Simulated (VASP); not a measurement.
Here is a VASP 6.6.1 calculation.

POSCAR

```
Pb
1.0
    0.0000000000      3.4390000555      3.4390000555
    3.4390000555      0.0000000000      3.4390000555
    3.4390000555      3.4390000555      0.0000000000
Pb
2
Direct
    0.2500000000      0.2500000000      0.2500000000
    0.0000000000      0.0000000000      0.0000000000
```

Contents of INCAR.step1:

```
SYSTEM = Pb
ALGO = Normal
EDIFF = 1E-5
ENCUT = 520
GGA = PE
GGA_COMPAT = .FALSE.
ISIF = 2
ISMEAR = -1
LASPH = .TRUE.
LCHARG = .FALSE.
LORBIT = 11
LORBMOM = .TRUE.
LREAL = .FALSE.
LSORBIT = .TRUE.
LWAVE = .TRUE.
MAGMOM = 0 0 0 0 0 0
NBANDS = 40
NELM = 150
PREC = Accurate
SIGMA = 0.05
```

File INCAR.step2:

```
SYSTEM = Pb
AEXX = 0.25
ALGO = Normal
EDIFF = 1E-6
ENCUT = 520
GGA = PE
GGA_COMPAT = .FALSE.
ISIF = 2
ISMEAR = -1
ISTART = 1
LASPH = .TRUE.
LCHARG = .FALSE.
LHFCALC = .TRUE.
LORBIT = 11
LORBMOM = .TRUE.
LREAL = .FALSE.
LSORBIT = .TRUE.
LWAVE = .FALSE.
MAGMOM = 0 0 0 0 0 0
NBANDS = 40
NELM = 150
PREC = Accurate
PRECFOCK = Normal
SIGMA = 0.05
```

File KPOINTS:

```
k-points
0
G
  3 3 3
  0 0 0
```

Potentials or basis: VASP PAW PBE potentials, release 64 (Pb_d).

Command:

```console
$ cat potpaw_PBE.64/Pb_d/POTCAR > POTCAR
$ cp INCAR.step1 INCAR
$ mpirun -np 1 vasp_ncl > vasp.out
$ cp INCAR.step2 INCAR
$ mpirun -np 1 vasp_ncl > vasp.out
```

(1) Estimate the pressure.

(2) What does it give for the net moment?

Answers

(1) 3.1 GPa.

(2) 0.02 μB per cell.

Caveat: the k points lie up to 0.53 Å⁻¹ apart; the PAW data sets were made with another functional, which shifts forces and pressure a little.
